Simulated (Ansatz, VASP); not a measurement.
## HfNb2CN2 in VASP and in Ansatz

```xyz
6
Lattice="2.6295 -4.9843 0.0000 2.6295 4.9843 0.0000 0.0000 0.0000 2.9134" Properties=species:S:1:pos:R:3 pbc="T T T"
Hf    2.6295    0.0000    0.0000
Nb    2.6295    3.3147    0.0000
Nb    2.6295   -3.3147    0.0000
C     0.0000    0.0000    1.4567
N     1.3147    2.4921    1.4567
N     1.3147   -2.4921    1.4567
```

Change from the starting cell: species swapped into the CeB2Ir2Rh type (Cmmm, No. 65).

Alike in both runs: functional PBE; k mesh 4 × 4 × 6; occupations gaussian, width 0.1 eV; no spin polarisation.

Ansatz relaxed the structure, and its values are those at the end. VASP's run is a single point on that final structure, the one shown.

|  | VASP | Ansatz |
| --- | --- | --- |
| version | VASP 6.6.1 | Ansatz 0.2.0 |
| potentials or method | VASP PAW PBE potentials, release 64 (Hf_pv, Nb_sv, C, N), cutoff 520 eV | scalar-relativistic, plane waves, PAW |
| valence electrons in the cell | 50 | 66 |

```csv
,VASP,Ansatz,Ansatz less VASP
gap on the k mesh at the Fermi level (eV),none,none,-
pressure (GPa),-0.7,-0.1,+0.60
rms of the force components (eV/Å),0.009,0.007,-0.0014
```

A gap of «none» marks a metal or a gap that the smearing closes. With one functional, cell and mesh, what is left measures potentials, basis and numerics. VASP's potentials hold 50 valence electrons a cell and Ansatz's 66, so a difference there can come from the potentials and not from the codes.

Spin-orbit coupling is off throughout.
